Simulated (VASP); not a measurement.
# Si (a cell with a defect) in VASP: single point with PBE

Aim: the single point of Si (a cell with a defect) with PBE.

All numbers are computed with VASP 6.6.1; they aren't measurements. Logs are shortened: lines on timing, memory, paths and dates and some standing lists are left out, and cuts for length are marked.

### 1 The cell of the first run

The cell holds a defect, 17 atoms: a = 7.679 Å, b = 7.679 Å, c = 7.679 Å, α = 60.00°, β = 60.00°, γ = 60.00°.

### 2 Single point, PBE

Contents of INCAR:

```
SYSTEM = Si
ALGO = Normal
EDIFF = 1E-6
ENCUT = 520
GGA = PE
ISIF = 2
ISMEAR = -1
LASPH = .TRUE.
LCHARG = .TRUE.
LELF = .TRUE.
LREAL = Auto
LVHAR = .TRUE.
LWAVE = .FALSE.
NBANDS = 48
NELM = 100
PREC = Accurate
SIGMA = 0.02
```

Contents of KPOINTS:

```
k-points
0
G
  2 2 2
  0 0 0
```

Contents of POSCAR:

```
Si
1.0
    0.0000000000      5.4300000000      5.4300000000
    5.4300000000      0.0000000000      5.4300000000
    5.4300000000      5.4300000000      0.0000000000
Si
17
Direct
    0.0049078710      0.0088272464     -0.0203507768
    0.1247475516      0.1262455451      0.1130979684
   -0.0170602248     -0.0158541701      0.4834738358
    0.1091752001      0.1097834626      0.6094691205
    0.0162922281      0.4968417686     -0.0038834106
    0.1555418095      0.6135223954      0.1118928479
    0.0056441138      0.4799853116      0.5077599170
    0.1246711570      0.6138086590      0.6255776026
    0.4953255483      0.0175227596     -0.0036614644
    0.6111379298      0.1564234857      0.1134320547
    0.4794520843      0.0082095298      0.5062844405
    0.6127748387      0.1262750976      0.6256016942
    0.5215448576      0.5222966461      0.0219486598
    0.6488493852      0.6500428990      0.1496999265
    0.4952307000      0.4969052450      0.5172588654
    0.6105835083      0.6144671221      0.6561085539
    0.8039722415      0.8030725963      0.3035473646
```

Potentials or basis: VASP PAW PBE potentials, release 64 (Si).

Started as:

```sh
> cat potpaw_PBE.64/Si/POTCAR > POTCAR
> mpirun -np 1 vasp_std > vasp.out
```

OUTCAR:

```text
SYSTEM = Si
   EDIFF = 1E-6
   ENCUT = 520
   GGA = PE
   ISIF = 2
   ISMEAR = -1
   LASPH = .TRUE.
   LREAL = Auto
   NELM = 100
   PREC = Accurate

 ion  position               nearest neighbor table
   1  0.005  0.009  0.980-   2 2.33   4 2.34  17 2.39  10 2.47   6 2.48
   2  0.125  0.126  0.113-   1 2.33   9 2.33   5 2.33   3 2.34
   3  0.983  0.984  0.483-  12 2.33   8 2.33   2 2.34   4 2.37
   4  0.109  0.110  0.609-   1 2.34   7 2.34  11 2.34   3 2.37
   5  0.016  0.497  0.996-   8 2.33   2 2.33   6 2.33  14 2.34
   6  0.156  0.614  0.112-  13 2.33   5 2.33  17 2.41   1 2.48   7 2.49
   7  0.006  0.480  0.508-   8 2.33   4 2.34  17 2.39  16 2.48   6 2.49
   8  0.125  0.614  0.626-   7 2.33   5 2.33  15 2.33   3 2.33
   9  0.495  0.018  0.996-   2 2.33  12 2.33  10 2.33  14 2.34
  10  0.611  0.156  0.113-  13 2.33   9 2.33  17 2.42  11 2.47   1 2.47
  11  0.479  0.008  0.506-  12 2.33   4 2.34  17 2.40  10 2.47  16 2.47
  12  0.613  0.126  0.626-  11 2.33  15 2.33   9 2.33   3 2.33
  13  0.522  0.522  0.022-  16 2.33  10 2.33   6 2.33  14 2.40
  14  0.649  0.650  0.150-   5 2.34   9 2.34  15 2.34  13 2.40  17 2.90
  15  0.495  0.497  0.517-   8 2.33  12 2.33  16 2.33  14 2.34
  16  0.611  0.614  0.656-  13 2.33  15 2.33  17 2.42  11 2.47   7 2.48
  17  0.804  0.803  0.304-   7 2.39   1 2.39  11 2.40   6 2.41  16 2.42  10 2.42  14 2.90

  LATTYP: Found a face centered cubic cell.
 ALAT       =    10.8600000000

  Lattice vectors:

 A1 = (   0.0000000000,   5.4300000000,   5.4300000000)
 A2 = (   5.4300000000,   0.0000000000,   5.4300000000)
 A3 = (   5.4300000000,   5.4300000000,   0.0000000000)

Analysis of symmetry for initial positions (statically):
=====================================================================
 Subroutine PRICEL returns:
 Original cell was already a primitive cell.

 Routine SETGRP: Setting up the symmetry group for a
 face centered cubic supercell.

 Subroutine GETGRP returns: Found  1 space group operations
 (whereof  1 operations were pure point group operations)
 out of a pool of 48 trial point group operations.

The static configuration has the point symmetry C_1 .

Analysis of symmetry for dynamics (positions and initial velocities):
=====================================================================
 Subroutine PRICEL returns:
 Original cell was already a primitive cell.

 Routine SETGRP: Setting up the symmetry group for a
 face centered cubic supercell.

 Subroutine GETGRP returns: Found  1 space group operations
 (whereof  1 operations were pure point group operations)
 out of a pool of 48 trial point group operations.

The dynamic configuration has the point symmetry C_1 .

 Subroutine INISYM returns: Found  1 space group operations
 (whereof  1 operations are pure point group operations),
 and found     1 'primitive' translations

----------------------------------------------------------------------------------------

                                     Primitive cell

  volume of cell :     320.2060

  direct lattice vectors                    reciprocal lattice vectors
     0.000000000  5.430000000  5.430000000    -0.092081031  0.092081031  0.092081031
     5.430000000  0.000000000  5.430000000     0.092081031 -0.092081031  0.092081031
     5.430000000  5.430000000  0.000000000     0.092081031  0.092081031 -0.092081031

  length of vectors
     7.679179644  7.679179644  7.679179644     0.159489025  0.159489025  0.159489025

  position of ions in fractional coordinates (direct lattice)
     0.004907871  0.008827246  0.979649223
     0.124747552  0.126245545  0.113097968
     0.982939775  0.984145830  0.483473836
     0.109175200  0.109783463  0.609469121
     0.016292228  0.496841769  0.996116589
     0.155541810  0.613522395  0.111892848
[... 9 lines left out ...]
     0.610583508  0.614467122  0.656108554
     0.803972241  0.803072596  0.303547365

  ion indices of the primitive-cell ions
   primitive index   ion index
                 1           1
                 2           2
                 3           3
                 4           4
                 5           5
                 6           6
[... 9 lines left out ...]
                16          16
                17          17

----------------------------------------------------------------------------------------

 KPOINTS: k-points

Automatic generation of k-mesh.
 Grid dimensions read from file:
 generate k-points for:    2    2    2

 Generating k-lattice:

  Cartesian coordinates                     Fractional coordinates (reciprocal lattice)
    -0.046040516  0.046040516  0.046040516     0.500000000  0.000000000  0.000000000
     0.046040516 -0.046040516  0.046040516     0.000000000  0.500000000  0.000000000
     0.046040516  0.046040516 -0.046040516     0.000000000  0.000000000  0.500000000

  Length of vectors
     0.079744512  0.079744512  0.079744512

  Shift w.r.t. Gamma in fractional coordinates (k-lattice)
     0.000000000  0.000000000  0.000000000

 Subroutine IBZKPT returns following result:
 ===========================================

 Found      8 irreducible k-points:

 Following reciprocal coordinates:
            Coordinates               Weight
  0.000000  0.000000  0.000000      1.000000
  0.500000  0.000000  0.000000      1.000000
  0.000000  0.500000  0.000000      1.000000
  0.000000  0.000000  0.500000      1.000000
  0.500000  0.500000  0.500000      1.000000
  0.500000  0.500000  0.000000      1.000000
  0.000000  0.500000  0.500000      1.000000
  0.500000  0.000000  0.500000      1.000000
   k-points           NKPTS =      8   k-points in BZ     NKDIM =      8   number of bands    NBANDS=     48
   number of dos      NEDOS =    301   number of ions     NIONS =     17
   total plane-waves  NPLWV = 216000
   dimension x,y,z NGX =    60 NGY =   60 NGZ =   60
   dimension x,y,z NGXF=   120 NGYF=  120 NGZF=  120
   ions per type =              17
   NGX,Y,Z   is equivalent  to a cutoff of  12.99, 12.99, 12.99 a.u.
   NGXF,Y,Z  is equivalent  to a cutoff of  25.98, 25.98, 25.98 a.u.
 SYSTEM =  Si
   PREC   = accura    normal or accurate (medium, high low for compatibility)
   ISTART =      0    job   : 0-new  1-cont  2-samecut
   ICHARG =      2    charge: 1-file 2-atom 10-const
   ISPIN  =      1    spin polarized calculation?
   LNONCOLLINEAR =      F non collinear calculations
   LSORBIT =      F    spin-orbit coupling
   LASPH  =      T    aspherical Exc in radial PAW
   ENCUT  =  520.0 eV  38.22 Ry    6.18 a.u.  14.28 14.28 14.28*2*pi/ulx,y,z
   NELM   =    100;   NELMIN=  2; NELMDL= -5     # of ELM steps
   EDIFF  = 0.1E-05   stopping-criterion for ELM
   LREAL  =      T    real-space projection
   EDIFFG = 0.1E-04   stopping-criterion for IOM
   NSW    =      0    number of steps for IOM
   IBRION =     -1    ionic relax: 0-MD 1-quasi-New 2-CG
   NFREE  =      0    steps in history (QN), initial steepest desc. (CG)
   ISIF   =      2    stress and relaxation
   ISYM   =      2    0-nonsym 1-usesym 2-fastsym
   POTIM  = 0.5000    time-step for ionic-motion
   TEBEG  =    0.0;   TEEND  =   0.0 temperature during run
   PSTRESS=    0.0 pullay stress
   NELECT =      68.0000    total number of electrons
   NUPDOWN=      -1.0000    fix difference up-down
   EMIN   =  10.00;   EMAX   =-10.00  energy-range for DOS
   EFERMI =   0.00;   METHOD = LEGACY
   ISMEAR =    -1;   SIGMA  =   0.02  broadening in eV -4-tet -1-fermi 0-gaus
   EFERMI_NEDOS =   21; number of points for ismear=-14 and -15
   IALGO  =     38    algorithm
   IMIX   =      4    mixing-type and parameters
     AMIX     =   0.40;   BMIX     =  1.00
     AMIX_MAG =   1.60;   BMIX_MAG =  1.00
  volume/ion in A,a.u.               =      18.84       127.11
  Fermi-wavevector in a.u.,A,eV,Ry     =   0.976715  1.845724 12.979587  0.953973
  Thomas-Fermi vector in A             =   2.107356
   LORBIT       =      0    0 simple, 1 ext, 2 COOP (PROOUT), +10 PAW based schemes
   GGA     = PE    functional components
   LHFCALC =     F    Hartree Fock is set to
   AEXX    =    0.0000 exact exchange contribution
   IVDW    =     0    specifies the selected vdW correction
   LEPSILON=     F    determine dielectric tensor
   LRPA    =     F    only Hartree local field effects (RPA)
 non-spin polarized calculation
  energy-cutoff  :      520.00
  volume of cell :      320.21
 maximum number of plane-waves:      8646
 NGX is ok and might be reduce to    60
   NGX = 29   NGY = 29   NGZ = 29

 number of electron      68.0000000 magnetization

 Free energy of the ion-electron system (eV)
  ---------------------------------------------------
  ext. energy  EPLUGINS =         0.00000000
  ---------------------------------------------------
  free energy    TOTEN  =       -87.68991167 eV

  energy without entropy =      -87.68614791  energy(sigma->0) =      -87.68802979

 E-fermi :   6.6827     XC(G=0):  -9.6929

 val. band max:        6.6216211283   @ k =   0.5000   0.5000   0.5000
 cond. band min:       6.7425656724   @ k =   0.0000   0.0000   0.0000
 fundamental gap:      0.1209445441
 Fermi energy:         6.6826634425

 k-point     1 :       0.0000    0.0000    0.0000
  band No.  band energies     occupation
      1      -6.2130      2.00000
      2      -3.8645      2.00000
      3      -3.6319      2.00000
      4      -3.6306      2.00000
      5      -3.3593      2.00000
      6      -2.5400      2.00000
[... 38 lines left out ...]
     45       8.6692      0.00000
     46       8.8562      0.00000

 k-point     2 :       0.5000    0.0000    0.0000
  band No.  band energies     occupation
      1      -5.7357      2.00000
      2      -4.9973      2.00000
      3      -3.5657      2.00000
      4      -3.4327      2.00000
      5      -3.1878      2.00000
      6      -3.0123      2.00000
[... 38 lines left out ...]
     45       9.5402      0.00000
     46      10.0996      0.00000

 k-point     3 :       0.0000    0.5000    0.0000
  band No.  band energies     occupation
      1      -5.7353      2.00000
      2      -4.9986      2.00000
      3      -3.5663      2.00000
      4      -3.4311      2.00000
      5      -3.1860      2.00000
      6      -3.0126      2.00000
[... 38 lines left out ...]
     45       9.5430      0.00000
     46      10.0968      0.00000

 k-point     4 :       0.0000    0.0000    0.5000
  band No.  band energies     occupation
      1      -5.7355      2.00000
      2      -4.9979      2.00000
      3      -3.5661      2.00000
      4      -3.4326      2.00000
      5      -3.1862      2.00000
      6      -3.0130      2.00000
[... 38 lines left out ...]
     45       9.5405      0.00000
     46      10.0980      0.00000

 k-point     5 :       0.5000    0.5000    0.5000
  band No.  band energies     occupation
      1      -5.8112      2.00000
      2      -4.8704      2.00000
      3      -3.3999      2.00000
      4      -3.3975      2.00000
      5      -3.3386      2.00000
      6      -2.9742      2.00000
[... 38 lines left out ...]
     45       9.8131      0.00000
     46      10.1024      0.00000

 k-point     6 :       0.5000    0.5000    0.0000
  band No.  band energies     occupation
      1      -5.6066      2.00000
      2      -4.6896      2.00000
      3      -4.0769      2.00000
      4      -3.8787      2.00000
      5      -3.7922      2.00000
      6      -3.5841      2.00000
[... 38 lines left out ...]
     45      10.3516      0.00000
     46      10.4346      0.00000

 k-point     7 :       0.0000    0.5000    0.5000
  band No.  band energies     occupation
      1      -5.6063      2.00000
      2      -4.6907      2.00000
      3      -4.0774      2.00000
      4      -3.8785      2.00000
      5      -3.7911      2.00000
      6      -3.5839      2.00000
[... 38 lines left out ...]
     45      10.3592      0.00000
     46      10.4309      0.00000

 k-point     8 :       0.5000    0.0000    0.5000
  band No.  band energies     occupation
      1      -5.6066      2.00000
      2      -4.6897      2.00000
      3      -4.0769      2.00000
      4      -3.8778      2.00000
      5      -3.7933      2.00000
      6      -3.5836      2.00000
[... 38 lines left out ...]
     45      10.3453      0.00000
     46      10.4390      0.00000
 [bands above 46 left out]

------------------------ aborting loop because EDIFF is reached ----------------------------------------

  FORCE on cell =-STRESS in cart. coord.  units (eV):
  Direction    XX          YY          ZZ          XY          YZ          ZX
  --------------------------------------------------------------------------------------
  -------------------------------------------------------------------------------------
  Total        9.1308957      9.1386622      9.1409241     -0.6329189     -0.6359853     -0.6500034
  in kB       45.6871936     45.7260535     45.7373715     -3.1668622     -3.1822049     -3.2523457
  external PRESSURE =      45.7168729 kB  Pullay stress =       0.0000000 kB

 VOLUME and BASIS-vectors are now :
 -----------------------------------------------------------------------------
  energy-cutoff  :      520.00
  volume of cell :      320.21
      direct lattice vectors                 reciprocal lattice vectors
     0.000000000  5.430000000  5.430000000    -0.092081031  0.092081031  0.092081031
     5.430000000  0.000000000  5.430000000     0.092081031 -0.092081031  0.092081031
     5.430000000  5.430000000  0.000000000     0.092081031  0.092081031 -0.092081031

 POSITION                                       TOTAL-FORCE (eV/Angst)
 -----------------------------------------------------------------------------------
      5.36743      5.34615      0.07458        -0.044552      0.002509     -0.052079
      1.29964      1.29150      1.36289         0.014087      0.010868     -0.001953
      7.96917      7.96263     10.68127         0.052902      0.058756      0.061337
      3.90554      3.90224      1.18895        -0.011602     -0.026409     -0.015509
      8.10676      5.49738      2.78632        -0.006215     -0.014932     -0.017008
      3.93900      1.45217      4.17602         0.037430      0.049482      0.036735
[... 9 lines left out ...]
      6.89923      6.87814      6.65202         0.016255      0.049715      0.028769
      6.00895      6.01383      8.72625         0.009598     -0.036262     -0.013818
 -----------------------------------------------------------------------------------
    total drift:                               -0.011509     -0.006609     -0.008549

  FREE ENERGIE OF THE ION-ELECTRON SYSTEM (eV)
  ---------------------------------------------------
  free  energy   TOTEN  =       -87.6899116715 eV

  energy  without entropy=      -87.6861479108  energy(sigma->0) =      -87.68802979
```

Wall time 7 min (1 thread of Intel Xeon 8259CL, shared host); peak memory 0.46 GiB.

What came out:

```
Free energy            : -87.6899 eV
Pressure               : 4.6 GPa
Largest force          : 0.100 eV/Å
Band gap on the k mesh : 0.12 eV
```

Forces on the atoms (eV/Å):
```
Si  -0.045  0.003 -0.052
Si   0.014  0.011 -0.002
Si   0.053  0.059  0.061
Si  -0.012 -0.026 -0.016
Si  -0.006 -0.015 -0.017
Si   0.037  0.049  0.037
Si  -0.036 -0.056 -0.011
Si   0.007 -0.003  0.008
Si  -0.027 -0.010 -0.019
Si   0.018  0.017  0.045
Si  -0.042 -0.013 -0.042
Si   0.013  0.012  0.007
Si   0.012 -0.018 -0.012
Si   0.008  0.000  0.000
Si  -0.023 -0.022 -0.003
Si   0.016  0.050  0.029
Si   0.010 -0.036 -0.014
```

Caveat: the k points lie up to 0.50 Å⁻¹ apart.
